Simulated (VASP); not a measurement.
# Si8O17 (a cell with a defect) in VASP: notebook

Si8O17 (a cell with a defect) is run at these levels: PBE; tasks: single point.

All numbers are computed with VASP 6.6.1; they aren't measurements. Logs are shortened: lines on timing, memory, paths and dates and some standing lists are left out, and cuts for length are marked.

## 1. The cell of the first run

The cell holds a defect, 25 atoms: a = 8.726 Å, b = 8.726 Å, c = 7.186 Å, α = 65.69°, β = 65.69°, γ = 48.63°.

## 2. Single point, PBE

The input, INCAR:

```
ALGO = Normal
EDIFF = 1E-6
ENCUT = 520
GGA = PE
GGA_COMPAT = F
ISIF = 2
ISMEAR = -1
LASPH = T
LCHARG = F
LREAL = F
LWAVE = F
NBANDS = 85
NELM = 120
PREC = Accurate
SIGMA = 0.01
```

The input, KPOINTS:

```
k-points
0
Gamma
  1 1 1
```

The input, POSCAR:

```
Si8O17
1.0
    0.0000000000      5.0813926900      7.0944098900
    5.0813926900      0.0000000000      7.0944098900
    5.0813926900      5.0813926900      0.0000000000
Si O
8 17
Direct
    0.2615424854      0.2604758572      0.4434609176
    0.7292452184      0.7567310298      0.9235624116
    0.1100860118      0.6730988699      0.1371641747
    0.5703570081      0.1889075188      0.6169913799
    0.4331436920      0.8458636014      0.3675025855
    0.9132336736      0.3264558373      0.8560149697
    0.0015393395      0.0202304187      0.2995461659
    0.5053573071      0.4982588780      0.7829506767
    0.1128753576      0.2364269621      0.6653694003
    0.6005137328      0.7472467835      0.1622779895
    0.4543734662      0.3658282511      0.7470452369
    1.0328671007      0.8194009378      0.2857077740
    0.4149493797      0.2937592419      0.4649639050
    0.9616376109      0.6979485782      0.8943824644
    0.2018258428      0.9281430498      0.3772576602
    0.7338207876      0.3236133696      0.8442963479
   -0.0114500875      0.1822015479      0.0761185989
    0.5136694678      0.6672308176      0.5745473471
    0.4147181678      0.0467336714      0.3565870141
    0.8047429234      0.5711851666      0.8318522219
    0.3297371702      0.6163516036      0.9755542966
    0.7943555079      0.1381508193      0.4743107691
    0.1223593788      0.4643519198      0.2758300889
    0.5897692948      0.9820178305      0.7777033360
   -0.0864723575     -0.1631804676      1.0107576692
```

Potentials or basis: VASP PAW PBE potentials, release 64 (Si, O).

On the command line:

```bash
$ cat potpaw_PBE.64/Si/POTCAR potpaw_PBE.64/O/POTCAR > POTCAR
$ mpirun -np 1 vasp_gam > vasp.out
```

OUTCAR:

```text
EDIFF = 1E-6
   ENCUT = 520
   GGA = PE
   ISIF = 2
   ISMEAR = -1
   LASPH = T
   LREAL = F
   NELM = 120
   PREC = Accurate

 ion  position               nearest neighbor table
   1  0.262  0.260  0.443-  13 1.62  19 1.62   9 1.63  23 1.64   4 3.02   3 3.02   5 3.07
   2  0.729  0.757  0.924-  20 1.61  10 1.62  24 1.62  14 1.67  25 2.48   4 3.12   6 3.13
   3  0.110  0.673  0.137-  12 1.62  21 1.63  23 1.63  25 1.67  14 2.44   1 3.02   7 3.11   8 3.12

   4  0.570  0.189  0.617-  11 1.62  13 1.62  22 1.63  24 1.63   8 3.02   1 3.02   2 3.12   7 3.15

   5  0.433  0.846  0.368-  15 1.61  19 1.62  18 1.62  10 1.63   1 3.07
   6  0.913  0.326  0.856-  16 1.62   9 1.63  17 1.63  20 1.63   8 3.00   2 3.13
   7  0.002  0.020  0.300-  15 1.61  22 1.62  12 1.63  17 1.63   3 3.11   4 3.15
   8  0.505  0.498  0.783-  11 1.62  16 1.63  18 1.63  21 1.63   6 3.00   4 3.02   3 3.12
   9  0.113  0.236  0.665-   6 1.63   1 1.63
  10  0.601  0.747  0.162-   2 1.62   5 1.63
  11  0.454  0.366  0.747-   8 1.62   4 1.62
  12  0.033  0.819  0.286-   3 1.62   7 1.63
  13  0.415  0.294  0.465-   1 1.62   4 1.62
  14  0.962  0.698  0.894-  25 1.49   2 1.67   3 2.44
  15  0.202  0.928  0.377-   7 1.61   5 1.61
  16  0.734  0.324  0.844-   6 1.62   8 1.63
  17  0.989  0.182  0.076-   6 1.63   7 1.63
  18  0.514  0.667  0.575-   5 1.62   8 1.63
  19  0.415  0.047  0.357-   5 1.62   1 1.62
  20  0.805  0.571  0.832-   2 1.61   6 1.63
  21  0.330  0.616  0.976-   3 1.63   8 1.63
  22  0.794  0.138  0.474-   7 1.62   4 1.63
  23  0.122  0.464  0.276-   3 1.63   1 1.64
  24  0.590  0.982  0.778-   2 1.62   4 1.63
  25  0.914  0.837  0.011-  14 1.49   3 1.67   2 2.48

  LATTYP: Found a body centered tetragonal cell.
 ALAT       =     7.1861744579
 C/A-ratio  =     1.9744608015

  Lattice vectors:

 A1 = (  -5.0813926900,   0.0000000000,   7.0944098900)
 A2 = (   5.0813926900,   0.0000000000,   7.0944098900)
 A3 = (   0.0000000000,   5.0813926900,  -7.0944098900)

Analysis of symmetry for initial positions (statically):
=====================================================================
 Subroutine PRICEL returns:
 Original cell was already a primitive cell.

 Routine SETGRP: Setting up the symmetry group for a
 body centered tetragonal supercell.

 Subroutine GETGRP returns: Found  1 space group operations
 (whereof  1 operations were pure point group operations)
 out of a pool of 16 trial point group operations.

The static configuration has the point symmetry C_1 .

Analysis of symmetry for dynamics (positions and initial velocities):
=====================================================================
 Subroutine PRICEL returns:
 Original cell was already a primitive cell.

 Routine SETGRP: Setting up the symmetry group for a
 body centered tetragonal supercell.

 Subroutine GETGRP returns: Found  1 space group operations
 (whereof  1 operations were pure point group operations)
 out of a pool of 16 trial point group operations.

The dynamic configuration has the point symmetry C_1 .

 Subroutine INISYM returns: Found  1 space group operations
 (whereof  1 operations are pure point group operations),
 and found     1 'primitive' translations

----------------------------------------------------------------------------------------

                                     Primitive cell

  volume of cell :     366.3632

  direct lattice vectors                    reciprocal lattice vectors
     0.000000000  5.081392690  7.094409890    -0.098398221  0.098398221  0.070478025
     5.081392690  0.000000000  7.094409890     0.098398221 -0.098398221  0.070478025
     5.081392690  5.081392690  0.000000000     0.098398221  0.098398221 -0.070478025

  length of vectors
     8.726465685  8.726465685  7.186174458     0.155985806  0.155985806  0.155985806

  position of ions in fractional coordinates (direct lattice)
     0.261542485  0.260475857  0.443460918
     0.729245218  0.756731030  0.923562412
     0.110086012  0.673098870  0.137164175
     0.570357008  0.188907519  0.616991380
     0.433143692  0.845863601  0.367502585
     0.913233674  0.326455837  0.856014970
[... 17 lines left out ...]
     0.589769295  0.982017830  0.777703336
     0.913527642  0.836819532  0.010757669

  ion indices of the primitive-cell ions
   primitive index   ion index
                 1           1
                 2           2
                 3           3
                 4           4
                 5           5
                 6           6
[... 17 lines left out ...]
                24          24
                25          25

----------------------------------------------------------------------------------------

 KPOINTS: k-points

Automatic generation of k-mesh.
 Grid dimensions read from file:
 generate k-points for:    1    1    1

 Generating k-lattice:

  Cartesian coordinates                     Fractional coordinates (reciprocal lattice)
    -0.098398221  0.098398221  0.070478025     1.000000000  0.000000000  0.000000000
     0.098398221 -0.098398221  0.070478025     0.000000000  1.000000000  0.000000000
     0.098398221  0.098398221 -0.070478025    -0.000000000 -0.000000000  1.000000000

  Length of vectors
     0.155985806  0.155985806  0.155985806

  Shift w.r.t. Gamma in fractional coordinates (k-lattice)
     0.000000000  0.000000000  0.000000000

 Subroutine IBZKPT returns following result:
 ===========================================

 Found      1 irreducible k-points:

 Following reciprocal coordinates:
            Coordinates               Weight
  0.000000  0.000000  0.000000      1.000000
   k-points           NKPTS =      1   k-points in BZ     NKDIM =      1   number of bands    NBANDS=     85
   number of dos      NEDOS =    301   number of ions     NIONS =     25
   total plane-waves  NPLWV = 264600
   dimension x,y,z NGX =    70 NGY =   70 NGZ =   54
   dimension x,y,z NGXF=   140 NGYF=  140 NGZF=  108
   ions per type =               8  17
   NGX,Y,Z   is equivalent  to a cutoff of  13.34, 13.34, 12.49 a.u.
   NGXF,Y,Z  is equivalent  to a cutoff of  26.67, 26.67, 24.98 a.u.
 SYSTEM =  unknown system
   PREC   = accura    normal or accurate (medium, high low for compatibility)
   ISTART =      0    job   : 0-new  1-cont  2-samecut
   ICHARG =      2    charge: 1-file 2-atom 10-const
   ISPIN  =      1    spin polarized calculation?
   LNONCOLLINEAR =      F non collinear calculations
   LSORBIT =      F    spin-orbit coupling
   LASPH  =      T    aspherical Exc in radial PAW
   ENCUT  =  520.0 eV  38.22 Ry    6.18 a.u.  16.23 16.23 13.36*2*pi/ulx,y,z
   NELM   =    120;   NELMIN=  2; NELMDL= -5     # of ELM steps
   EDIFF  = 0.1E-05   stopping-criterion for ELM
   LREAL  =      F    real-space projection
   EDIFFG = 0.1E-04   stopping-criterion for IOM
   NSW    =      0    number of steps for IOM
   IBRION =     -1    ionic relax: 0-MD 1-quasi-New 2-CG
   NFREE  =      0    steps in history (QN), initial steepest desc. (CG)
   ISIF   =      2    stress and relaxation
   ISYM   =      2    0-nonsym 1-usesym 2-fastsym
   POTIM  = 0.5000    time-step for ionic-motion
   TEBEG  =    0.0;   TEEND  =   0.0 temperature during run
   PSTRESS=    0.0 pullay stress
   NELECT =     134.0000    total number of electrons
   NUPDOWN=      -1.0000    fix difference up-down
   EMIN   =  10.00;   EMAX   =-10.00  energy-range for DOS
   EFERMI =   0.00;   METHOD = LEGACY
   ISMEAR =    -1;   SIGMA  =   0.01  broadening in eV -4-tet -1-fermi 0-gaus
   EFERMI_NEDOS =   21; number of points for ismear=-14 and -15
   IALGO  =     38    algorithm
   IMIX   =      4    mixing-type and parameters
     AMIX     =   0.40;   BMIX     =  1.00
     AMIX_MAG =   1.60;   BMIX_MAG =  1.00
  volume/ion in A,a.u.               =      14.65        98.89
  Fermi-wavevector in a.u.,A,eV,Ry     =   1.170772  2.212439 18.649617  1.370708
  Thomas-Fermi vector in A             =   2.307226
   LORBIT       =      0    0 simple, 1 ext, 2 COOP (PROOUT), +10 PAW based schemes
   GGA     = PE    functional components
   LHFCALC =     F    Hartree Fock is set to
   AEXX    =    0.0000 exact exchange contribution
   IVDW    =     0    specifies the selected vdW correction
   LEPSILON=     F    determine dielectric tensor
   LRPA    =     F    only Hartree local field effects (RPA)
 non-spin polarized calculation
  energy-cutoff  :      520.00
  volume of cell :      366.36
 maximum number of plane-waves:      4932
 NGX is ok and might be reduce to    70
   NGX = 33   NGY = 33   NGZ = 27

 number of electron     134.0000003 magnetization

 Free energy of the ion-electron system (eV)
  ---------------------------------------------------
  ext. energy  EPLUGINS =         0.00000000
  ---------------------------------------------------
  free energy    TOTEN  =      -192.84153879 eV

  energy without entropy =     -192.84153879  energy(sigma->0) =     -192.84153879

 E-fermi :   0.8846     XC(G=0):  -8.3052

 val. band max:        0.5557595823   @ k =   0.0000   0.0000   0.0000
 cond. band min:       5.1323203509   @ k =   0.0000   0.0000   0.0000
 fundamental gap:      4.5765607687
 Fermi energy:         0.8846050815

 k-point     1 :       0.0000    0.0000    0.0000
  band No.  band energies     occupation
      1     -20.7316      2.00000
      2     -19.3758      2.00000
      3     -18.7147      2.00000
      4     -18.6338      2.00000
      5     -18.6153      2.00000
      6     -18.5819      2.00000
[... 71 lines left out ...]
     78       9.3052      0.00000
     79       9.4038      0.00000
 [bands above 79 left out]

------------------------ aborting loop because EDIFF is reached ----------------------------------------

  FORCE on cell =-STRESS in cart. coord.  units (eV):
  Direction    XX          YY          ZZ          XY          YZ          ZX
  --------------------------------------------------------------------------------------
  -------------------------------------------------------------------------------------
  Total        1.0785069      3.0516626      3.2021970      2.5376944      6.2454927      5.1201776
  in kB        4.7165205     13.3455140     14.0038303     11.0978312     27.3127543     22.3915327
  external PRESSURE =      10.6886216 kB  Pullay stress =       0.0000000 kB

 VOLUME and BASIS-vectors are now :
 -----------------------------------------------------------------------------
  energy-cutoff  :      520.00
  volume of cell :      366.36
      direct lattice vectors                 reciprocal lattice vectors
     0.000000000  5.081392690  7.094409890    -0.098398221  0.098398221  0.070478025
     5.081392690  0.000000000  7.094409890     0.098398221 -0.098398221  0.070478025
     5.081392690  5.081392690  0.000000000     0.098398221  0.098398221 -0.070478025

 POSITION                                       TOTAL-FORCE (eV/Angst)
 -----------------------------------------------------------------------------------
      3.57698      3.58240      3.70341        -0.006777     -0.009100     -0.012139
      8.53823      8.39856     10.54212        -0.006838     -0.031109     -0.045681
      4.11726      1.25638      5.55623         0.013550      0.024551      0.010200
      4.09509      6.03338      5.38653         0.007694     -0.002575      0.008747
      6.16559      4.06840      9.07380        -0.016671      0.014818     -0.003084
      6.00860      8.99025      8.79487        -0.022329      0.029180      0.007385
[... 17 lines left out ...]
      8.94183      6.94867     11.15090        -0.000299      0.006903      0.013917
      4.30687      4.69666     12.41768         0.155638      0.004807      0.080643
 -----------------------------------------------------------------------------------
    total drift:                                0.000600     -0.000302     -0.000004

  FREE ENERGIE OF THE ION-ELECTRON SYSTEM (eV)
  ---------------------------------------------------
  free  energy   TOTEN  =      -192.8415387880 eV

  energy  without entropy=     -192.8415387880  energy(sigma->0) =     -192.84153879
```

Run time: 1.9 min. Hardware: 1 thread of Intel Xeon 8259CL, shared host; peak memory 0.53 GiB.

Results:

| Quantity | Value |
| --- | --- |
| Free energy | -192.8415 eV |
| Pressure | 1.1 GPa |
| Largest force | 0.177 eV/Å |

Forces on the atoms (eV/Å):
```
Si  -0.007 -0.009 -0.012
Si  -0.007 -0.031 -0.046
Si   0.014  0.025  0.010
Si   0.008 -0.003  0.009
Si  -0.017  0.015 -0.003
Si  -0.022  0.029  0.007
Si   0.030  0.013  0.017
Si   0.015  0.003  0.003
O    0.000 -0.007  0.014
O    0.003 -0.008  0.010
O    0.002  0.002  0.006
O   -0.009 -0.004  0.004
O   -0.002 -0.002 -0.004
O   -0.166 -0.030 -0.054
O   -0.012  0.006  0.014
O    0.003 -0.006 -0.002
O    0.001 -0.003 -0.011
O    0.003 -0.004 -0.014
O    0.005 -0.003 -0.008
O    0.003  0.013 -0.005
O    0.001 -0.006 -0.012
O    0.000 -0.007 -0.017
O   -0.001  0.005  0.000
O    0.000  0.007  0.014
O    0.156  0.005  0.081
```

Levels at points of the mesh, in eV from the Fermi level:
```csv
k point,band 65,band 66,band 67,band 68,band 69,band 70
"(0.00, 0.00, 0.00)",-1.22,-1.14,-0.33,4.25,4.56,7.49
```

Caveat: the k points lie up to 0.98 Å⁻¹ apart.

(Part 1 of 3 ends here.)
